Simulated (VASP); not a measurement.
# W (R3m) in VASP: single point with PBE

Aim: the single point of W with PBE.

Program: VASP 6.6.1. These are calculated values, not measurements. Logs are shortened: lines on timing, memory, paths and dates and some standing lists are left out, and cuts for length are marked.

## Step 1: The cell of the first run

It takes space group R3m (No. 160, trigonal). Conventional cell: a = 9.036 Å, b = 9.036 Å, c = 5.533 Å, α = 90.00°, β = 90.00°, γ = 120.00°. W (site symmetry 3m) has 14 W at 2.57 to 3.31 Å within 3.4 Å. W (site symmetry 3m) has 14 W at 2.57 to 3.19 Å within 3.4 Å. W (site symmetry m) has 14 W at 2.71 to 3.19 Å within 3.6 Å. W (site symmetry m) has 14 W at 2.77 to 3.31 Å within 3.6 Å.

## Step 2: Single point, PBE (atom 1 (W) moved -0.200 Å towards its neighbour atom 2 (W) at 2.767 Å)

INCAR reads:

```
SYSTEM = W
PREC = Accurate
ENCUT = 520
EDIFF = 1E-6
ISMEAR = 0
SIGMA = 0.15
LREAL = .False.
LASPH = .True.
NELM = 60
ALGO = Fast
ISIF = 2
LWAVE = .False.
LCHARG = .False.
GGA = PE
NBANDS = 66
```

KPOINTS reads:

```
Automatic mesh
0
Gamma
  10 10 10
  0 0 0
```

POSCAR reads:

```
W
1.0
   -3.1946000000     -3.1946000000      3.1946000000
   -3.1946000000      3.1946000000     -3.1946000000
    3.1946000000     -3.1946000000     -3.1946000000
W
8
Direct
    0.5361453872      0.5000000000      0.5000000000
    0.0000000000      0.5000000000      0.5000000000
    0.5000000000      0.0000000000      0.5000000000
    0.0000000000      0.0000000000      0.5000000000
    0.5000000000      0.5000000000      0.0000000000
    0.0000000000      0.5000000000      0.0000000000
    0.5000000000      0.0000000000      0.0000000000
    0.0000000000      0.0000000000      0.0000000000
```

Potentials or basis: VASP PAW PBE potentials, release 64 (W_sv).

The run is started by

```
cat potpaw_PBE.64/W_sv/POTCAR > POTCAR
mpirun -np 1 vasp_std > vasp.out
```

OUTCAR:

```text
SYSTEM = W
   PREC = Accurate
   ENCUT = 520
   EDIFF = 1E-6
   ISMEAR = 0
   LREAL = .False.
   LASPH = .True.
   NELM = 60
   ISIF = 2
   GGA = PE

 ion  position               nearest neighbor table
   1  0.536  0.500  0.500-   2 2.57   8 2.71   5 2.71   3 2.71   5 2.84   3 2.84   8 2.84   2 2.97
                             7 3.08   4 3.08   6 3.08   7 3.31   4 3.31   6 3.31
   2  0.000  0.500  0.500-   1 2.57   4 2.77   6 2.77   7 2.77   6 2.77   4 2.77   7 2.77   1 2.97
                             3 3.19   5 3.19   8 3.19   5 3.19   3 3.19   8 3.19
   3  0.500  0.000  0.500-   1 2.71   4 2.77   6 2.77   7 2.77   7 2.77   4 2.77   6 2.77   1 2.84
                             5 3.19   5 3.19   8 3.19   8 3.19   2 3.19   2 3.19
   4  0.000  0.000  0.500-   2 2.77   3 2.77   5 2.77   8 2.77   8 2.77   2 2.77   3 2.77   5 2.77
                             1 3.08   6 3.19   6 3.19   7 3.19   7 3.19   1 3.31
   5  0.500  0.500  0.000-   1 2.71   4 2.77   6 2.77   7 2.77   7 2.77   6 2.77   4 2.77   1 2.84
                             2 3.19   3 3.19   8 3.19   2 3.19   8 3.19   3 3.19
   6  0.000  0.500  0.000-   2 2.77   3 2.77   5 2.77   8 2.77   2 2.77   8 2.77   5 2.77   3 2.77
                             1 3.08   4 3.19   4 3.19   7 3.19   7 3.19   1 3.31
   7  0.500  0.000  0.000-   2 2.77   3 2.77   5 2.77   8 2.77   3 2.77   5 2.77   8 2.77   2 2.77
                             1 3.08   6 3.19   4 3.19   6 3.19   4 3.19   1 3.31
   8  0.000  0.000  0.000-   1 2.71   6 2.77   7 2.77   4 2.77   6 2.77   4 2.77   7 2.77   1 2.84
                             3 3.19   2 3.19   2 3.19   5 3.19   3 3.19   5 3.19

  LATTYP: Found a body centered cubic cell.
 ALAT       =     6.3892000000

  Lattice vectors:

 A1 = (  -3.1946000000,  -3.1946000000,   3.1946000000)
 A2 = (  -3.1946000000,   3.1946000000,  -3.1946000000)
 A3 = (   3.1946000000,  -3.1946000000,  -3.1946000000)

Analysis of symmetry for initial positions (statically):
=====================================================================
 Subroutine PRICEL returns:
 Original cell was already a primitive cell.

 Routine SETGRP: Setting up the symmetry group for a
 body centered cubic supercell.

 Subroutine GETGRP returns: Found  6 space group operations
 (whereof  2 operations were pure point group operations)
 out of a pool of 48 trial point group operations.

The static configuration has the point symmetry C_1h.
 The point group associated with its full space group is C_3v.

Analysis of symmetry for dynamics (positions and initial velocities):
=====================================================================
 Subroutine PRICEL returns:
 Original cell was already a primitive cell.

 Routine SETGRP: Setting up the symmetry group for a
 body centered cubic supercell.

 Subroutine GETGRP returns: Found  6 space group operations
 (whereof  2 operations were pure point group operations)
 out of a pool of 48 trial point group operations.

The dynamic configuration has the point symmetry C_1h.
 The point group associated with its full space group is C_3v.

 Subroutine INISYM returns: Found  6 space group operations
 (whereof  2 operations are pure point group operations),
 and found     1 'primitive' translations

----------------------------------------------------------------------------------------

                                     Primitive cell

  volume of cell :     130.4096

  direct lattice vectors                    reciprocal lattice vectors
    -3.194600000 -3.194600000  3.194600000    -0.156514118 -0.156514118  0.000000000
    -3.194600000  3.194600000 -3.194600000    -0.156514118  0.000000000 -0.156514118
     3.194600000 -3.194600000 -3.194600000     0.000000000 -0.156514118 -0.156514118

  length of vectors
     5.533209510  5.533209510  5.533209510     0.221344388  0.221344388  0.221344388

  position of ions in fractional coordinates (direct lattice)
     0.536145387  0.500000000  0.500000000
     0.000000000  0.500000000  0.500000000
     0.500000000  0.000000000  0.500000000
     0.000000000  0.000000000  0.500000000
     0.500000000  0.500000000  0.000000000
     0.000000000  0.500000000  0.000000000
     0.500000000  0.000000000  0.000000000
     0.000000000  0.000000000  0.000000000

  ion indices of the primitive-cell ions
   primitive index   ion index
                 1           1
                 2           2
                 3           3
                 4           4
                 5           5
                 6           6
                 7           7
                 8           8

----------------------------------------------------------------------------------------

 KPOINTS: Automatic mesh

Automatic generation of k-mesh.
 Grid dimensions read from file:
 generate k-points for:   10   10   10

 Generating k-lattice:

  Cartesian coordinates                     Fractional coordinates (reciprocal lattice)
    -0.015651412 -0.015651412  0.000000000     0.100000000  0.000000000  0.000000000
    -0.015651412  0.000000000 -0.015651412     0.000000000  0.100000000  0.000000000
     0.000000000 -0.015651412 -0.015651412     0.000000000  0.000000000  0.100000000

  Length of vectors
     0.022134439  0.022134439  0.022134439

  Shift w.r.t. Gamma in fractional coordinates (k-lattice)
     0.000000000  0.000000000  0.000000000

 Subroutine IBZKPT returns following result:
 ===========================================

 Found    116 irreducible k-points:

 Following reciprocal coordinates:
            Coordinates               Weight
  0.000000  0.000000  0.000000      1.000000
  0.100000  0.000000  0.000000      6.000000
  0.000000  0.100000  0.000000      6.000000
  0.200000  0.000000  0.000000      6.000000
  0.000000  0.200000  0.000000      6.000000
  0.300000  0.000000  0.000000      6.000000
[... 16 lines left out ...]
  0.400000  0.100000  0.000000     12.000000
  0.000000  0.400000  0.100000     12.000000
 [... further k-points ...]
   k-points           NKPTS =    116   k-points in BZ     NKDIM =    116   number of bands    NBANDS=     66
   number of dos      NEDOS =    301   number of ions     NIONS =      8
   total plane-waves  NPLWV =  74088
   dimension x,y,z NGX =    42 NGY =   42 NGZ =   42
   dimension x,y,z NGXF=    84 NGYF=   84 NGZF=   84
   ions per type =               8
   NGX,Y,Z   is equivalent  to a cutoff of  12.62, 12.62, 12.62 a.u.
   NGXF,Y,Z  is equivalent  to a cutoff of  25.24, 25.24, 25.24 a.u.
 SYSTEM =  W
   PREC   = accura    normal or accurate (medium, high low for compatibility)
   ISTART =      0    job   : 0-new  1-cont  2-samecut
   ICHARG =      2    charge: 1-file 2-atom 10-const
   ISPIN  =      1    spin polarized calculation?
   LNONCOLLINEAR =      F non collinear calculations
   LSORBIT =      F    spin-orbit coupling
   LASPH  =      T    aspherical Exc in radial PAW
   ENCUT  =  520.0 eV  38.22 Ry    6.18 a.u.  10.29 10.29 10.29*2*pi/ulx,y,z
   NELM   =     60;   NELMIN=  2; NELMDL= -5     # of ELM steps
   EDIFF  = 0.1E-05   stopping-criterion for ELM
   LREAL  =      F    real-space projection
   EDIFFG = 0.1E-04   stopping-criterion for IOM
   NSW    =      0    number of steps for IOM
   IBRION =     -1    ionic relax: 0-MD 1-quasi-New 2-CG
   NFREE  =      0    steps in history (QN), initial steepest desc. (CG)
   ISIF   =      2    stress and relaxation
   ISYM   =      2    0-nonsym 1-usesym 2-fastsym
   POTIM  = 0.5000    time-step for ionic-motion
   TEBEG  =    0.0;   TEEND  =   0.0 temperature during run
   PSTRESS=    0.0 pullay stress
   NELECT =     112.0000    total number of electrons
   NUPDOWN=      -1.0000    fix difference up-down
   EMIN   =  10.00;   EMAX   =-10.00  energy-range for DOS
   EFERMI =   0.00;   METHOD = LEGACY
   ISMEAR =     0;   SIGMA  =   0.15  broadening in eV -4-tet -1-fermi 0-gaus
   EFERMI_NEDOS =   21; number of points for ismear=-14 and -15
   IALGO  =     68    algorithm
   IMIX   =      4    mixing-type and parameters
     AMIX     =   0.40;   BMIX     =  1.00
     AMIX_MAG =   1.60;   BMIX_MAG =  1.00
  volume/ion in A,a.u.               =      16.30       110.01
  Fermi-wavevector in a.u.,A,eV,Ry     =   1.556125  2.940649 32.946829  2.421524
  Thomas-Fermi vector in A             =   2.659966
   LORBIT       =      0    0 simple, 1 ext, 2 COOP (PROOUT), +10 PAW based schemes
   GGA     = PE    functional components
   LHFCALC =     F    Hartree Fock is set to
   AEXX    =    0.0000 exact exchange contribution
   IVDW    =     0    specifies the selected vdW correction
   LEPSILON=     F    determine dielectric tensor
   LRPA    =     F    only Hartree local field effects (RPA)
 non-spin polarized calculation
 RMM-DIIS sequential band-by-band and
 Gauss-broadening in eV      SIGMA  =   0.15
  energy-cutoff  :      520.00
  volume of cell :      130.41
 maximum number of plane-waves:      3564
 NGX is ok and might be reduce to    42
   NGX = 21   NGY = 21   NGZ = 21

 number of electron     112.0000003 magnetization

 Free energy of the ion-electron system (eV)
  ---------------------------------------------------
  ext. energy  EPLUGINS =         0.00000000
  ---------------------------------------------------
  free energy    TOTEN  =      -103.34728993 eV

  energy without entropy =     -103.31021691  energy(sigma->0) =     -103.32875342

 E-fermi :  11.0352     XC(G=0): -13.4776

 val. band max:       11.0330369925   @ k =   0.4000   0.0000  -0.2000
 cond. band min:      11.0357621758   @ k =   0.4000  -0.1000  -0.2000
 fundamental gap:      0.0027251833
 Fermi energy:        11.0351800159

 k-point     1 :       0.0000    0.0000    0.0000
  band No.  band energies     occupation
      1     -63.1740      2.00000
      2     -63.0645      2.00000
      3     -63.0645      2.00000
      4     -63.0574      2.00000
      5     -63.0574      2.00000
      6     -63.0381      2.00000
[... 58 lines left out ...]
     65      14.0563      0.00000
     66      14.0720      0.00000

 k-point     2 :       0.1000    0.0000    0.0000
  band No.  band energies     occupation
      1     -63.1712      2.00000
      2     -63.0652      2.00000
      3     -63.0645      2.00000
      4     -63.0574      2.00000
      5     -63.0574      2.00000
      6     -63.0393      2.00000
[... 58 lines left out ...]
     65      14.0370      0.00000
     66      14.1732      0.00000

 k-point     3 :       0.0000    0.1000    0.0000
  band No.  band energies     occupation
      1     -63.1712      2.00000
      2     -63.0652      2.00000
      3     -63.0645      2.00000
      4     -63.0578      2.00000
      5     -63.0573      2.00000
      6     -63.0386      2.00000
[... 1438 lines left out ...]
     65      13.1519      0.00000
     66      13.4477      0.00000

 k-point    24 :       0.0000    0.4000    0.1000
  band No.  band energies     occupation
      1     -63.1243      2.00000
      2     -63.1039      2.00000
      3     -63.0684      2.00000
      4     -63.0630      2.00000
      5     -63.0437      2.00000
      6     -63.0380      2.00000
[... 58 lines left out ...]
     65      13.3339      0.00000
     66      13.5004      0.00000

 [... further k-points ...]

------------------------ aborting loop because EDIFF is reached ----------------------------------------

  FORCE on cell =-STRESS in cart. coord.  units (eV):
  Direction    XX          YY          ZZ          XY          YZ          ZX
  --------------------------------------------------------------------------------------
  -------------------------------------------------------------------------------------
  Total       -1.0095919     -1.0095919     -1.0095919      0.0950070     -0.0950070     -0.0950070
  in kB      -12.4035782    -12.4035782    -12.4035782      1.1672304     -1.1672304     -1.1672304
  external PRESSURE =     -12.4035782 kB  Pullay stress =       0.0000000 kB

 VOLUME and BASIS-vectors are now :
 -----------------------------------------------------------------------------
  energy-cutoff  :      520.00
  volume of cell :      130.41
      direct lattice vectors                 reciprocal lattice vectors
    -3.194600000 -3.194600000  3.194600000    -0.156514118 -0.156514118  0.000000000
    -3.194600000  3.194600000 -3.194600000    -0.156514118  0.000000000 -0.156514118
     3.194600000 -3.194600000 -3.194600000     0.000000000 -0.156514118 -0.156514118

 POSITION                                       TOTAL-FORCE (eV/Angst)
 -----------------------------------------------------------------------------------
     -1.71277     -1.71277     -1.48183         1.866119      1.866119     -1.866119
      0.00000      0.00000     -3.19460        -0.817854     -0.817854      0.817854
      0.00000     -3.19460      0.00000         0.209175     -0.275702      0.275702
      1.59730     -1.59730     -1.59730        -0.633630     -0.036203      0.036203
     -3.19460      0.00000      0.00000        -0.275702      0.209175      0.275702
     -1.59730      1.59730     -1.59730        -0.036203     -0.633630      0.036203
     -1.59730     -1.59730      1.59730        -0.036203     -0.036203      0.633630
      0.00000      0.00000      0.00000        -0.275702     -0.275702     -0.209175
 -----------------------------------------------------------------------------------
    total drift:                               -0.000016     -0.000016      0.000016

  FREE ENERGIE OF THE ION-ELECTRON SYSTEM (eV)
  ---------------------------------------------------
  free  energy   TOTEN  =      -103.3472899328 eV

  energy  without entropy=     -103.3102169119  energy(sigma->0) =     -103.32875342
```

It took 9.3 min on 1 thread of Intel Xeon 6975P-C (Granite Rapids), shared host; peak memory 0.71 GiB.

What came out:

```
Free energy            : -103.3473 eV
Pressure               : -1.2 GPa
Largest force          : 3.232 eV/Å
Band gap on the k mesh : zero (bands 56 and 57 overlap by 1.20 eV)
```

Forces in eV/Å, atoms in the order of the input:
```
W    1.866  1.866 -1.866
W   -0.818 -0.818  0.818
W    0.209 -0.276  0.276
W   -0.634 -0.036  0.036
W   -0.276  0.209  0.276
W   -0.036 -0.634  0.036
W   -0.036 -0.036  0.634
W   -0.276 -0.276 -0.209
```

Caveat: the cell differs from its parent crystal (atom 1 (W) moved -0.200 Å towards its neighbour atom 2 (W) at 2.767 Å); spin-orbit coupling is left out, which moves the levels of the heavy elements; forces of over 1 eV/Å act on the atoms, so gaps and moduli don't describe the material at rest.
